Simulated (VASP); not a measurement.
# LiF (Fm-3m) in VASP: single point with PBEsol

Aim: the single point of LiF with PBEsol.

All numbers are computed with VASP 6.6.1; they aren't measurements. Logs are shortened: lines on timing, memory, paths and dates and some standing lists are left out, and cuts for length are marked.

## (1) The cell of the first run

The structure is cubic, space group Fm-3m (No. 225). Conventional cell: a = 4.028 Å, b = 4.028 Å, c = 4.028 Å, α = 90.00°, β = 90.00°, γ = 90.00°. Li (site symmetry m-3m) has 6 F at 2.01 Å within 2.7 Å. F (site symmetry m-3m) has 6 Li at 2.01 Å within 2.7 Å.

## (2) Single point, PBEsol

Input file INCAR:

```
PREC = Accurate ; ENCUT = 750
EDIFF = 1E-6 ; ISMEAR = 0
SIGMA = 0.01 ; LREAL = False
LASPH = True ; NELM = 120
ALGO = Normal ; ISIF = 2
LWAVE = False ; LCHARG = True
GGA = PS ; LELF = True
LVHAR = True ; NBANDS = 12
GGA_COMPAT = False
```

Input file KPOINTS:

```
regular mesh
0
Gamma
  10 10 10
```

Input file POSCAR:

```
LiF
1.0
    0.0000000000      2.0140000000      2.0140000000
    2.0140000000      0.0000000000      2.0140000000
    2.0140000000      2.0140000000      0.0000000000
Li F
1 1
Direct
    0.0000000000      0.0000000000      0.0000000000
    0.5000000000      0.5000000000      0.5000000000
```

Potentials or basis: VASP PAW PBE potentials, release 64 (Li_sv, F).

On the command line:

```bash
cat potpaw_PBE.64/Li_sv/POTCAR potpaw_PBE.64/F/POTCAR > POTCAR
mpirun -np 1 vasp_std > vasp.out
```

OUTCAR:

```text
PREC = Accurate
   ENCUT = 750
   EDIFF = 1E-6
   ISMEAR = 0
   LREAL = False
   LASPH = True
   NELM = 120
   ISIF = 2
   GGA = PS

 ion  position               nearest neighbor table
   1  0.000  0.000  0.000-   2 2.01   2 2.01   2 2.01   2 2.01   2 2.01   2 2.01
   2  0.500  0.500  0.500-   1 2.01   1 2.01   1 2.01   1 2.01   1 2.01   1 2.01

  LATTYP: Found a face centered cubic cell.
 ALAT       =     4.0280000000

  Lattice vectors:

 A1 = (   0.0000000000,   2.0140000000,   2.0140000000)
 A2 = (   2.0140000000,   0.0000000000,   2.0140000000)
 A3 = (   2.0140000000,   2.0140000000,   0.0000000000)

Analysis of symmetry for initial positions (statically):
=====================================================================
 Subroutine PRICEL returns:
 Original cell was already a primitive cell.

 Routine SETGRP: Setting up the symmetry group for a
 face centered cubic supercell.

 Subroutine GETGRP returns: Found 48 space group operations
 (whereof 48 operations were pure point group operations)
 out of a pool of 48 trial point group operations.

The static configuration has the point symmetry O_h .

Analysis of symmetry for dynamics (positions and initial velocities):
=====================================================================
 Subroutine PRICEL returns:
 Original cell was already a primitive cell.

 Routine SETGRP: Setting up the symmetry group for a
 face centered cubic supercell.

 Subroutine GETGRP returns: Found 48 space group operations
 (whereof 48 operations were pure point group operations)
 out of a pool of 48 trial point group operations.

The dynamic configuration has the point symmetry O_h .

 Subroutine INISYM returns: Found 48 space group operations
 (whereof 48 operations are pure point group operations),
 and found     1 'primitive' translations

----------------------------------------------------------------------------------------

                                     Primitive cell

  volume of cell :      16.3384

  direct lattice vectors                    reciprocal lattice vectors
     0.000000000  2.014000000  2.014000000    -0.248262165  0.248262165  0.248262165
     2.014000000  0.000000000  2.014000000     0.248262165 -0.248262165  0.248262165
     2.014000000  2.014000000  0.000000000     0.248262165  0.248262165 -0.248262165

  length of vectors
     2.848226115  2.848226115  2.848226115     0.430002683  0.430002683  0.430002683

  position of ions in fractional coordinates (direct lattice)
     0.000000000  0.000000000  0.000000000
     0.500000000  0.500000000  0.500000000

  ion indices of the primitive-cell ions
   primitive index   ion index
                 1           1
[... 80 lines left out ...]
   ISYM   =      2    0-nonsym 1-usesym 2-fastsym
   POTIM  = 0.5000    time-step for ionic-motion
   TEBEG  =    0.0;   TEEND  =   0.0 temperature during run
   PSTRESS=    0.0 pullay stress
   NELECT =      10.0000    total number of electrons
   NUPDOWN=      -1.0000    fix difference up-down
   EMIN   =  10.00;   EMAX   =-10.00  energy-range for DOS
   EFERMI =   0.00;   METHOD = LEGACY
   ISMEAR =     0;   SIGMA  =   0.01  broadening in eV -4-tet -1-fermi 0-gaus
   EFERMI_NEDOS =   21; number of points for ismear=-14 and -15
   IALGO  =     38    algorithm
   IMIX   =      4    mixing-type and parameters
     AMIX     =   0.40;   BMIX     =  1.00
     AMIX_MAG =   1.60;   BMIX_MAG =  1.00
  volume/ion in A,a.u.               =       8.17        55.13
  Fermi-wavevector in a.u.,A,eV,Ry     =   1.389970  2.626662 26.286674  1.932016
  Thomas-Fermi vector in A             =   2.513950
   LORBIT       =      0    0 simple, 1 ext, 2 COOP (PROOUT), +10 PAW based schemes
   GGA     = PS    functional components
   LHFCALC =     F    Hartree Fock is set to
   AEXX    =    0.0000 exact exchange contribution
   IVDW    =     0    specifies the selected vdW correction
   LEPSILON=     F    determine dielectric tensor
   LRPA    =     F    only Hartree local field effects (RPA)
 non-spin polarized calculation
 Gauss-broadening in eV      SIGMA  =   0.01
  energy-cutoff  :      750.00
  volume of cell :       16.34
 maximum number of plane-waves:       778
 NGX is ok and might be reduce to    28
   NGX = 13   NGY = 13   NGZ = 13

 number of electron      10.0000002 magnetization

 Free energy of the ion-electron system (eV)
  ---------------------------------------------------
  ext. energy  EPLUGINS =         0.00000000
  ---------------------------------------------------
  free energy    TOTEN  =        -9.85690203 eV

  energy without entropy =       -9.85690203  energy(sigma->0) =       -9.85690203

 E-fermi :  -0.9120     XC(G=0): -10.2028

 val. band max:       -1.1178968160   @ k =   0.0000   0.0000   0.0000
 cond. band min:       7.7892799732   @ k =   0.0000   0.0000   0.0000
 fundamental gap:      8.9071767892
 Fermi energy:        -0.9119859441

 k-point     1 :       0.0000    0.0000    0.0000
  band No.  band energies     occupation
      1     -41.3097      2.00000
      2     -20.9798      2.00000
      3      -1.1179      2.00000
      4      -1.1179      2.00000
      5      -1.1179      2.00000
      6       7.7893      0.00000
      7      22.7176      0.00000
      8      22.7176      0.00000
      9      22.7176      0.00000
     10      22.9994      0.00000
     11      22.9994      0.00000
     12      22.9994      0.00000
[... 331 lines left out ...]
 k-point    24 :       0.4000    0.3000    0.0000
  band No.  band energies     occupation
      1     -41.2444      2.00000
      2     -20.4420      2.00000
      3      -3.4796      2.00000
      4      -2.0043      2.00000
      5      -1.8899      2.00000
      6      11.7924      0.00000
      7      15.4244      0.00000
      8      17.2792      0.00000
      9      18.8935      0.00000
     10      19.9350      0.00000
     11      32.7020      0.00000
     12      33.6512      0.00000

 [... further k-points ...]
[... 5 lines left out ...]
  --------------------------------------------------------------------------------------
  -------------------------------------------------------------------------------------
  Total       -0.1483246     -0.1483246     -0.1483246      0.0000000      0.0000000     -0.0000000
  in kB      -14.5450535    -14.5450535    -14.5450535      0.0000000      0.0000000     -0.0000000
  external PRESSURE =     -14.5450535 kB  Pullay stress =       0.0000000 kB

 VOLUME and BASIS-vectors are now :
 -----------------------------------------------------------------------------
  energy-cutoff  :      750.00
  volume of cell :       16.34
      direct lattice vectors                 reciprocal lattice vectors
     0.000000000  2.014000000  2.014000000    -0.248262165  0.248262165  0.248262165
     2.014000000  0.000000000  2.014000000     0.248262165 -0.248262165  0.248262165
     2.014000000  2.014000000  0.000000000     0.248262165  0.248262165 -0.248262165

 POSITION                                       TOTAL-FORCE (eV/Angst)
 -----------------------------------------------------------------------------------
      0.00000      0.00000      0.00000         0.000000     -0.000000      0.000000
      2.01400      2.01400      2.01400        -0.000000      0.000000     -0.000000
 -----------------------------------------------------------------------------------
    total drift:                                0.000000      0.000000      0.000000

  FREE ENERGIE OF THE ION-ELECTRON SYSTEM (eV)
  ---------------------------------------------------
  free  energy   TOTEN  =        -9.8569020283 eV

  energy  without entropy=       -9.8569020283  energy(sigma->0) =       -9.85690203
```

It took 23 s on 1 thread of Intel Xeon Platinum 8488C (Sapphire Rapids), shared host; peak memory 0.15 GiB.

Results:

```yaml
Free_energy: -9.8569 eV
Pressure: -1.5 GPa
Band_gap_on_the_k_mesh: 8.91 eV
```

Levels at points of the mesh, in eV from the valence-band top:
| k point | band 3 | band 4 | band 5 | band 6 | band 7 | band 8 |
| --- | --- | --- | --- | --- | --- | --- |
| (0.00, 0.00, 0.00) | 0.00 | 0.00 | 0.00 | 8.91 | 23.84 | 23.84 |
| (0.50, 0.00, 0.00) | -2.56 | -0.23 | -0.23 | 10.58 | 16.54 | 18.75 |
| (0.50, 0.50, 0.00) | -3.06 | -1.01 | -1.01 | 14.63 | 16.20 | 17.32 |

Caveat: the PAW data sets were made with another functional, which shifts forces and pressure a little. As with any semilocal functional, this PBEsol gap is likely too small.
